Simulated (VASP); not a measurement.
# Cu (P1) in VASP: single point with PBEsol

Aim: the single point of Cu with PBEsol.

All numbers are computed with VASP 6.6.1; they aren't measurements. Logs are shortened: lines on timing, memory, paths and dates and some standing lists are left out, and cuts for length are marked.

## Step 1: The cell of the first run

The typed cell holds 4 atoms: a = 2.521 Å, b = 4.117 Å, c = 4.366 Å, α = 90.00°, β = 90.00°, γ = 90.00°.

## Step 2: Single point, PBEsol

INCAR reads:

```
SYSTEM = Cu
  ALGO = Fast
  EDIFF = 1E-6
  ENCUT = 520
  GGA = PS
  ISIF = 2
  ISMEAR = 0
  LASPH = .True.
  LCHARG = .True.
  LELF = .True.
  LREAL = .False.
  LVHAR = .True.
  LWAVE = .False.
  NBANDS = 30
  NELM = 60
  PREC = Accurate
  SIGMA = 0.15
```

KPOINTS reads:

```
k-points
0
Gamma
  14 8 8
  0 0 0
```

POSCAR reads:

```
Cu
1.0
   -2.5205910273      0.0000000000      0.0000000000
    0.0000000000      0.0000000000     -4.1165232714
    0.0000000000     -4.3657917244      0.0000000000
Cu
4
Direct
    0.3669293017      0.7199151601      0.1825866597
    0.1330706983      0.7800848399      0.6507466737
    0.0044656180      0.2344507774      0.3830596276
    0.4955343820      0.2655492226      0.7836070390
```

Potentials or basis: VASP PAW PBE potentials, release 64 (Cu).

Command:

```bash
$ cat potpaw_PBE.64/Cu/POTCAR > POTCAR
$ mpirun -np 1 vasp_std > vasp.out
```

OUTCAR:

```text
SYSTEM = Cu
   EDIFF = 1E-6
   ENCUT = 520
   GGA = PS
   ISIF = 2
   ISMEAR = 0
   LASPH = .True.
   LREAL = .False.
   NELM = 60
   PREC = Accurate

 ion  position               nearest neighbor table
   1  0.367  0.720  0.183-   2 2.14   3 2.37   2 2.41   3 2.47   4 2.58   3 2.71
   2  0.133  0.780  0.651-   1 2.14   3 2.23   4 2.27   4 2.38   1 2.41   3 2.55   4 2.63   4 2.72

   3  0.004  0.234  0.383-   4 2.15   4 2.17   2 2.23   1 2.37   1 2.47   2 2.55   1 2.71
   4  0.496  0.266  0.784-   3 2.15   3 2.17   2 2.27   2 2.38   1 2.58   2 2.63   2 2.72

  LATTYP: Found a simple orthorhombic cell.
 ALAT       =     2.5205910273
 B/A-ratio  =     1.6331579486
 C/A-ratio  =     1.7320508076

  Lattice vectors:

 A1 = (  -2.5205910273,   0.0000000000,   0.0000000000)
 A2 = (   0.0000000000,   0.0000000000,  -4.1165232714)
 A3 = (   0.0000000000,  -4.3657917244,   0.0000000000)

Analysis of symmetry for initial positions (statically):
=====================================================================
 Subroutine PRICEL returns:
 Original cell was already a primitive cell.

 Routine SETGRP: Setting up the symmetry group for a
 simple orthorhombic supercell.

 Subroutine GETGRP returns: Found  1 space group operations
 (whereof  1 operations were pure point group operations)
 out of a pool of  8 trial point group operations.

The static configuration has the point symmetry C_1 .

Analysis of symmetry for dynamics (positions and initial velocities):
=====================================================================
 Subroutine PRICEL returns:
 Original cell was already a primitive cell.

 Routine SETGRP: Setting up the symmetry group for a
 simple orthorhombic supercell.

 Subroutine GETGRP returns: Found  1 space group operations
 (whereof  1 operations were pure point group operations)
 out of a pool of  8 trial point group operations.

The dynamic configuration has the point symmetry C_1 .

 Subroutine INISYM returns: Found  1 space group operations
 (whereof  1 operations are pure point group operations),
 and found     1 'primitive' translations

----------------------------------------------------------------------------------------

                                     Primitive cell

  volume of cell :      45.2998

  direct lattice vectors                    reciprocal lattice vectors
[... 90 lines left out ...]
   NELM   =     60;   NELMIN=  2; NELMDL= -5     # of ELM steps
   EDIFF  = 0.1E-05   stopping-criterion for ELM
   LREAL  =      F    real-space projection
   EDIFFG = 0.1E-04   stopping-criterion for IOM
   NSW    =      0    number of steps for IOM
   IBRION =     -1    ionic relax: 0-MD 1-quasi-New 2-CG
   NFREE  =      0    steps in history (QN), initial steepest desc. (CG)
   ISIF   =      2    stress and relaxation
   ISYM   =      2    0-nonsym 1-usesym 2-fastsym
   POTIM  = 0.5000    time-step for ionic-motion
   TEBEG  =    0.0;   TEEND  =   0.0 temperature during run
   PSTRESS=    0.0 pullay stress
   NELECT =      44.0000    total number of electrons
   NUPDOWN=      -1.0000    fix difference up-down
   EMIN   =  10.00;   EMAX   =-10.00  energy-range for DOS
   EFERMI =   0.00;   METHOD = LEGACY
   ISMEAR =     0;   SIGMA  =   0.15  broadening in eV -4-tet -1-fermi 0-gaus
   EFERMI_NEDOS =   21; number of points for ismear=-14 and -15
   IALGO  =     68    algorithm
   IMIX   =      4    mixing-type and parameters
     AMIX     =   0.40;   BMIX     =  1.00
     AMIX_MAG =   1.60;   BMIX_MAG =  1.00
  volume/ion in A,a.u.               =      11.32        76.42
  Fermi-wavevector in a.u.,A,eV,Ry     =   1.621289  3.063792 35.763969  2.628578
  Thomas-Fermi vector in A             =   2.715089
   LORBIT       =      0    0 simple, 1 ext, 2 COOP (PROOUT), +10 PAW based schemes
   GGA     = PS    functional components
   LHFCALC =     F    Hartree Fock is set to
   AEXX    =    0.0000 exact exchange contribution
   IVDW    =     0    specifies the selected vdW correction
   LEPSILON=     F    determine dielectric tensor
   LRPA    =     F    only Hartree local field effects (RPA)
 non-spin polarized calculation
 RMM-DIIS sequential band-by-band and
 Gauss-broadening in eV      SIGMA  =   0.15
  energy-cutoff  :      520.00
  volume of cell :       45.30
 maximum number of plane-waves:      1246
   NGX =  9   NGY = 15   NGZ = 17

 number of electron      43.9999987 magnetization

 Free energy of the ion-electron system (eV)
  ---------------------------------------------------
  ext. energy  EPLUGINS =         0.00000000
  ---------------------------------------------------
  free energy    TOTEN  =       -15.62741380 eV

  energy without entropy =      -15.61299842  energy(sigma->0) =      -15.62020611

 E-fermi :   7.9783     XC(G=0): -13.0807

 val. band max:        7.9771097883   @ k =   0.1429   0.2500   0.1250
 cond. band min:       7.9819017053   @ k =  -0.1429  -0.1250   0.1250
 fundamental gap:      0.0047919170
 Fermi energy:         7.9782733830

 k-point     1 :       0.0000    0.0000    0.0000
  band No.  band energies     occupation
      1      -1.8372      2.00000
      2       2.3925      2.00000
      3       2.6891      2.00000
      4       3.0772      2.00000
      5       3.3684      2.00000
      6       4.0461      2.00000
[... 781 lines left out ...]
     29      22.2848      0.00000
     30      22.6507      0.00000

 [... further k-points ...]

------------------------ aborting loop because EDIFF is reached ----------------------------------------

  FORCE on cell =-STRESS in cart. coord.  units (eV):
  Direction    XX          YY          ZZ          XY          YZ          ZX
  --------------------------------------------------------------------------------------
  -------------------------------------------------------------------------------------
  Total        2.4729515      9.4721866      4.3183872     -0.4879774     -0.1769692     -0.1535760
  in kB       87.4641755    335.0154631    152.7341629    -17.2589496     -6.2591045     -5.4317256
  external PRESSURE =     191.7379338 kB  Pullay stress =       0.0000000 kB

 VOLUME and BASIS-vectors are now :
 -----------------------------------------------------------------------------
  energy-cutoff  :      520.00
  volume of cell :       45.30
      direct lattice vectors                 reciprocal lattice vectors
    -2.520591027  0.000000000  0.000000000    -0.396732349  0.000000000  0.000000000
     0.000000000  0.000000000 -4.116523271     0.000000000  0.000000000 -0.242923441
     0.000000000 -4.365791724  0.000000000     0.000000000 -0.229053529  0.000000000

 POSITION                                       TOTAL-FORCE (eV/Angst)
 -----------------------------------------------------------------------------------
     -0.92488     -0.79714     -2.96355        -1.388905      2.158062     -0.151758
     -0.33542     -2.84102     -3.21124         1.433082     -2.216790      1.403376
     -0.01126     -1.67236     -0.96512         0.873056      4.311723     -0.574624
     -1.24904     -3.42107     -1.09314        -0.917233     -4.252995     -0.676994
 -----------------------------------------------------------------------------------
    total drift:                               -0.000868      0.001569     -0.000070

  FREE ENERGIE OF THE ION-ELECTRON SYSTEM (eV)
  ---------------------------------------------------
  free  energy   TOTEN  =       -15.6274137998 eV

  energy  without entropy=      -15.6129984209  energy(sigma->0) =      -15.62020611
```

It took 9.6 min on 1 thread of Intel Xeon Platinum 8259CL at 2.50GHz (Skylake/Cascade Lake), shared host; peak memory 0.5 GiB.

Results:

| Item | Value |
| --- | --- |
| Free energy | -15.6274 eV |
| Pressure | 19.2 GPa |
| Largest force | 4.437 eV/Å |
| Band gap on the k mesh | zero (bands 22 and 23 overlap by 4.06 eV) |

Forces in eV/Å, atoms in the order of the input:
```
Cu  -1.389  2.158 -0.152
Cu   1.433 -2.217  1.403
Cu   0.873  4.312 -0.575
Cu  -0.917 -4.253 -0.677
```

Levels at points of the mesh, in eV from the Fermi level:
```tsv
k point	band 18	band 19	band 20	band 21	band 22	band 23	band 24	band 25	band 26	band 27
(0.00, 0.00, 0.00)	-2.05	-1.98	-1.69	-1.45	-1.19	0.14	1.62	3.86	8.16	8.53
(0.50, 0.00, 0.00)	-1.74	-1.65	-1.52	-0.84	0.07	4.52	5.31	6.01	6.52	7.36
(0.00, 0.50, 0.00)	-2.14	-1.89	-1.74	-1.57	-1.44	0.60	0.79	4.55	4.97	12.53
(0.50, 0.50, 0.00)	-1.76	-1.64	-1.57	0.02	0.46	1.35	1.80	6.60	7.30	7.58
(0.00, 0.00, 0.50)	-2.03	-2.00	-1.89	-1.88	-1.67	1.90	3.33	4.74	5.02	9.73
(0.50, 0.00, 0.50)	-1.77	-1.70	-1.54	-0.11	0.17	1.31	1.82	7.48	7.92	8.17
(0.00, 0.50, 0.50)	-2.16	-1.97	-1.85	-1.64	-1.58	-1.33	-1.12	10.58	11.69	13.42
(0.50, 0.50, 0.50)	-1.75	-1.69	-1.56	0.49	0.72	0.97	1.31	4.28	4.50	4.74
```

Caveat: the cell stands under pressure; the PAW data sets were made with another functional, which shifts forces and pressure a little.
